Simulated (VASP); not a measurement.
Sn: electric field gradients with r2SCAN

Sn:

```
CELL_PARAMETERS angstrom
-2.91964 2.91964 1.59380
2.91964 -2.91964 1.59380
2.91964 2.91964 -1.59380
ATOMIC_POSITIONS crystal
Sn 0.00000 0.00000 0.00000
Sn 0.75000 0.25000 0.50000
```

- Program: VASP 6.6.1
- Task: electric field gradients
- Functional: r2SCAN
- Potentials or basis: VASP PAW PBE potentials, release 64 (Sn_d)
- Cutoff: 440 eV
- k mesh: 16 × 16 × 16
- Occupations: gaussian, width 0.05 eV
- Spin: no spin polarisation
- Dipole correction: no
- Further INCAR settings: ALGO = Normal; EDIFF = 1e-08; NBANDS = 21

The pressure is 0.9 GPa, the band gap on the k mesh is zero (bands 14 and 15 overlap by 4.56 eV) and the largest electric field gradient by atom is Sn +41.7 V/Å².

Stress tensor (GPa, compression positive):
```
1.09 0.00 0.00
0.00 1.09 0.00
0.00 0.00 0.49
```

Levels at points of the mesh, in eV from the Fermi level:
| k point | band 11 | band 12 | band 13 | band 14 | band 15 | band 16 | band 17 | band 18 |
| --- | --- | --- | --- | --- | --- | --- | --- | --- |
| (0.00, 0.00, 0.00) | -11.69 | -3.67 | -2.18 | -2.18 | 3.33 | 6.53 | 6.53 | 7.16 |
| (0.50, 0.00, 0.00) | -7.25 | -5.67 | -2.36 | -1.90 | -1.32 | 2.48 | 2.99 | 4.94 |
| (0.50, 0.50, 0.00) | -9.33 | -9.33 | 0.53 | 0.53 | 1.79 | 1.79 | 6.34 | 6.34 |
| (0.50, 0.50, 0.50) | -7.90 | -7.90 | -5.07 | -5.07 | 5.27 | 5.27 | 9.93 | 9.93 |

Electric field gradients, principal values (V/Å²):
| atom | least | middle | greatest (by size) |
| --- | --- | --- | --- |
| 1 Sn | -20.855 | -20.861 | 41.716 |
| 2 Sn | -20.855 | -20.861 | 41.716 |

Wall time 26 min on 1 thread of Oxide Virtual Turin-like Processor, on a shared host, peak memory 0.33 GiB.

Caveat: without QUAD_EFG the Cq values of the log hold for a quadrupole moment of 1 mb, not for the nuclei; the PAW data sets were made with another functional, which shifts forces and pressure a little; spin-orbit coupling is left out, which moves the levels of the heavy elements.
